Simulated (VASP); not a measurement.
# Si16O (a cell with a defect) in VASP: notebook

The runs below take Si16O (a cell with a defect) through single point, with PBE.

Program: VASP 6.6.1. These are calculated values, not measurements. Logs are shortened: lines on timing, memory, paths and dates and some standing lists are left out, and cuts for length are marked.

### Step 1. The cell of the first run

The cell holds a defect, 17 atoms: a = 7.679 Å, b = 7.679 Å, c = 7.679 Å, α = 60.00°, β = 60.00°, γ = 60.00°.

### Step 2. Single point, PBE, collinear spin, zero start

INCAR reads:

```
SYSTEM = Si16O
  ALGO = Normal
  EDIFF = 1E-6
  ENCUT = 520
  GGA = PE
  ISIF = 2
  ISMEAR = -1
  ISPIN = 2
  LASPH = .True.
  LCHARG = .False.
  LORBIT = 11
  LREAL = Auto
  LWAVE = .False.
  MAGMOM = 0 0 0 0 0 0 0 0 0 0 0 0 0 0 0 0 0
  NBANDS = 53
  NELM = 150
  PREC = Accurate
  SIGMA = 0.02
```

KPOINTS reads:

```
k-points
0
Gamma
  2 2 2
  0 0 0
```

POSCAR reads:

```
Si16O
1.0
    0.0000000000      5.4300000000      5.4300000000
    5.4300000000      0.0000000000      5.4300000000
    5.4300000000      5.4300000000      0.0000000000
Si O
16 1
Direct
    0.0297421731      0.0086187845     -0.0009944751
    0.1617034991      0.1352946593      0.1207458564
    0.0017495396      0.0072375691      0.4869429098
    0.1456998158      0.0743001842      0.6287384899
   -0.0002302026      0.4779097606      0.0121270718
    0.1479465930      0.6295488029      0.1349079190
    0.0173388582      0.4358103131      0.5248342541
    0.1109116022      0.6108011050      0.6229926335
    0.5013627993      0.0007734807     -0.0067034991
    0.6418324125      0.1101381215      0.0935082873
    0.5276979742      0.0703130755      0.4416942910
    0.6186003683      0.2187476980      0.5731860037
    0.5221362799      0.4815285451      0.0175874770
    0.6535543278      0.6378084715      0.0864640884
    0.4862154696      0.5589042357      0.4771362799
    0.6484990792      0.5870626151      0.6545948435
    0.7005064457      0.8095119705      0.5566758748
```

Potentials or basis: VASP PAW PBE potentials, release 64 (Si, O).

Command:

```
$ cat potpaw_PBE.64/Si/POTCAR potpaw_PBE.64/O/POTCAR > POTCAR
$ mpirun -np 1 vasp_std > vasp.out
```

OUTCAR:

```text
SYSTEM = Si16O
   EDIFF = 1E-6
   ENCUT = 520
   GGA = PE
   ISIF = 2
   ISMEAR = -1
   ISPIN = 2
   LASPH = .True.
   LORBIT = 11
   LREAL = Auto
   NELM = 150
   PREC = Accurate

 ion  position               nearest neighbor table
   1  0.030  0.009  0.999-   4 2.37   6 2.38   2 2.39  10 2.47
   2  0.162  0.135  0.121-   9 2.14   5 2.18   3 2.32   1 2.39
   3  0.002  0.007  0.487-   4 2.24   2 2.32  12 2.47   8 2.49
   4  0.146  0.074  0.629-   3 2.24   7 2.27   1 2.37  11 2.53
   5  1.000  0.478  0.012-   2 2.18  14 2.20   8 2.44   6 2.65
   6  0.148  0.630  0.135-  13 2.35   1 2.38   7 2.49   5 2.65
   7  0.017  0.436  0.525-   4 2.27  16 2.33   8 2.33   6 2.49
   8  0.111  0.611  0.623-   7 2.33  15 2.41   5 2.44   3 2.49
   9  0.501  0.001  0.993-   2 2.14  10 2.20  14 2.29  12 2.69
  10  0.642  0.110  0.094-   9 2.20  11 2.26  13 2.36   1 2.47
  11  0.528  0.070  0.442-  17 1.82  10 2.26  12 2.34   4 2.53  16 3.05
  12  0.619  0.219  0.573-  15 2.14  11 2.34   3 2.47   9 2.69
  13  0.522  0.482  0.018-  14 2.26  16 2.28   6 2.35  10 2.36
  14  0.654  0.638  0.086-   5 2.20  13 2.26   9 2.29  15 2.47
  15  0.486  0.559  0.477-  12 2.14  16 2.39   8 2.41  14 2.47
  16  0.648  0.587  0.655-  17 1.66  13 2.28   7 2.33  15 2.39  11 3.05
  17  0.701  0.810  0.557-  16 1.66  11 1.82

  LATTYP: Found a face centered cubic cell.
 ALAT       =    10.8600000000

  Lattice vectors:

 A1 = (   0.0000000000,   5.4300000000,   5.4300000000)
 A2 = (   5.4300000000,   0.0000000000,   5.4300000000)
 A3 = (   5.4300000000,   5.4300000000,   0.0000000000)

Analysis of symmetry for initial positions (statically):
=====================================================================
 Subroutine PRICEL returns:
 Original cell was already a primitive cell.

 Routine SETGRP: Setting up the symmetry group for a
 face centered cubic supercell.

 Subroutine GETGRP returns: Found  1 space group operations
 (whereof  1 operations were pure point group operations)
 out of a pool of 48 trial point group operations.

The static configuration has the point symmetry C_1 .

Analysis of symmetry for dynamics (positions and initial velocities):
=====================================================================
 Subroutine PRICEL returns:
 Original cell was already a primitive cell.

 Routine SETGRP: Setting up the symmetry group for a
 face centered cubic supercell.

 Subroutine GETGRP returns: Found  1 space group operations
 (whereof  1 operations were pure point group operations)
 out of a pool of 48 trial point group operations.

The dynamic configuration has the point symmetry C_1 .

Analysis of structural, dynamic, and magnetic symmetry:
=====================================================================
 Subroutine PRICEL returns:
 Original cell was already a primitive cell.

[... 169 lines left out ...]

 E-fermi :   6.2420     XC(G=0):  -9.5607

 val. band max:        6.1839773369   @ k =   0.0000   0.0000   0.0000
 cond. band min:       6.2999448176   @ k =   0.0000   0.0000   0.0000
 fundamental gap:      0.1159674807
 Fermi energy:         6.2419645028

 spin component 1

 k-point     1 :       0.0000    0.0000    0.0000
  band No.  band energies     occupation
      1     -13.7643      1.00000
      2      -6.0225      1.00000
      3      -4.1439      1.00000
      4      -3.9408      1.00000
      5      -3.7412      1.00000
      6      -3.6343      1.00000
[... 389 lines left out ...]
     46       9.9299      0.00000
     47      10.1501      0.00000
 Fermi energy:         6.2419645028

 spin component 2

 k-point     1 :       0.0000    0.0000    0.0000
  band No.  band energies     occupation
      1     -13.7643      1.00000
      2      -6.0225      1.00000
      3      -4.1439      1.00000
      4      -3.9408      1.00000
      5      -3.7412      1.00000
      6      -3.6343      1.00000
[... 389 lines left out ...]
     46       9.9299      0.00000
     47      10.1501      0.00000
 [bands above 47 left out]

------------------------ aborting loop because EDIFF is reached ----------------------------------------

  FORCE on cell =-STRESS in cart. coord.  units (eV):
  Direction    XX          YY          ZZ          XY          YZ          ZX
  --------------------------------------------------------------------------------------
  -------------------------------------------------------------------------------------
  Total       12.8216862      8.0688155      7.7685524     -5.3365568     -0.0718853      5.0911564
  in kB       64.1543697     40.3729873     38.8705960    -26.7019044     -0.3596843     25.4740233
  external PRESSURE =      47.7993177 kB  Pullay stress =       0.0000000 kB

 VOLUME and BASIS-vectors are now :
 -----------------------------------------------------------------------------
  energy-cutoff  :      520.00
  volume of cell :      320.21
      direct lattice vectors                 reciprocal lattice vectors
     0.000000000  5.430000000  5.430000000    -0.092081031  0.092081031  0.092081031
     5.430000000  0.000000000  5.430000000     0.092081031 -0.092081031  0.092081031
     5.430000000  5.430000000  0.000000000     0.092081031  0.092081031 -0.092081031

 POSITION                                       TOTAL-FORCE (eV/Angst)
 -----------------------------------------------------------------------------------
      5.47140      5.58610      0.20830        -0.455739     -0.347139     -1.010180
      1.39030      1.53370      1.61270         0.190981     -0.741934     -2.786226
      2.68340      2.65360      0.04880        -0.289069     -0.254930     -1.635817
      3.81750      4.20520      1.19460        -0.033227      1.838471      1.686399
      2.66090      5.49460      8.02380         0.753481      0.095139      3.798288
      4.15100      1.53590      4.22180        -0.337007     -0.360756     -1.547015
[... 9 lines left out ...]
      6.74220      7.07580      6.70910        -0.732262     -0.602905      0.205265
      7.41840      6.82650      8.19940         1.340459     -1.945510      0.751897
 -----------------------------------------------------------------------------------
    total drift:                                0.004637     -0.004007      0.012406

  FREE ENERGIE OF THE ION-ELECTRON SYSTEM (eV)
  ---------------------------------------------------
  free  energy   TOTEN  =       -89.7713041929 eV

  energy  without entropy=      -89.7692532327  energy(sigma->0) =      -89.77027871

 total charge

# of ion       s       p       d       tot
------------------------------------------
    1        0.744   0.904   0.000   1.648
    2        0.751   1.031   0.000   1.782
    3        0.752   0.920   0.000   1.672
    4        0.750   0.962   0.000   1.713
    5        0.748   0.975   0.000   1.723
    6        0.753   0.873   0.000   1.626
[... 9 lines left out ...]
   16        0.746   0.936   0.000   1.682
   17        1.575   3.528   0.000   5.102
--------------------------------------------------
tot         13.608  18.648   0.000  32.256

 magnetization (x)

# of ion       s       p       d       tot
------------------------------------------
    1       -0.000  -0.000   0.000  -0.000
    2       -0.000  -0.000   0.000  -0.000
    3        0.000   0.000   0.000   0.000
    4       -0.000  -0.000   0.000  -0.000
    5        0.000   0.000   0.000   0.000
    6       -0.000  -0.000   0.000  -0.000
[... 9 lines left out ...]
   16        0.000   0.000   0.000   0.000
   17       -0.000   0.000   0.000   0.000
--------------------------------------------------
tot         -0.000   0.000   0.000   0.000
```

It took 7.1 min on 1 thread of Intel Xeon Platinum 8488C (Sapphire Rapids), shared host; peak memory 0.71 GiB.

What came out:

```yaml
Free_energy: -89.7713 eV
Pressure: 4.8 GPa
Largest_force: 3.873 eV/Å
Band_gap_on_the_k_mesh: 0.12 eV
Net_moment: 0.00 μB per cell
Valence_electrons_inside_the_program's_atomic_spheres: Si 1.65, 1.78, 1.67, 1.71, 1.72, 1.63, 1.70, 1.64, 1.75, 1.74, 1.61, 1.73, 1.68 (each value once); O 5.10
```

Forces on the atoms (eV/Å):
```
Si  -0.456 -0.347 -1.010
Si   0.191 -0.742 -2.786
Si  -0.289 -0.255 -1.636
Si  -0.033  1.838  1.686
Si   0.753  0.095  3.798
Si  -0.337 -0.361 -1.547
Si  -0.296 -0.828  0.925
Si   0.745  0.262  0.790
Si  -2.681 -0.809  2.181
Si   0.739  1.501  2.006
Si  -0.154  1.635 -2.191
Si  -1.698  2.444 -2.049
Si  -0.188 -0.912 -1.087
Si   1.540  0.318 -1.422
Si   1.556 -1.292  1.384
Si  -0.732 -0.603  0.205
O    1.340 -1.946  0.752
```

Stress tensor (GPa, compression positive):
```
 6.42 -2.67  2.55
-2.67  4.04 -0.04
 2.55 -0.04  3.89
```

Caveat: the k points lie up to 0.50 Å⁻¹ apart; semilocal functionals underestimate gaps, and a narrow one can read as zero.

(Continued in part 2 of 2.)
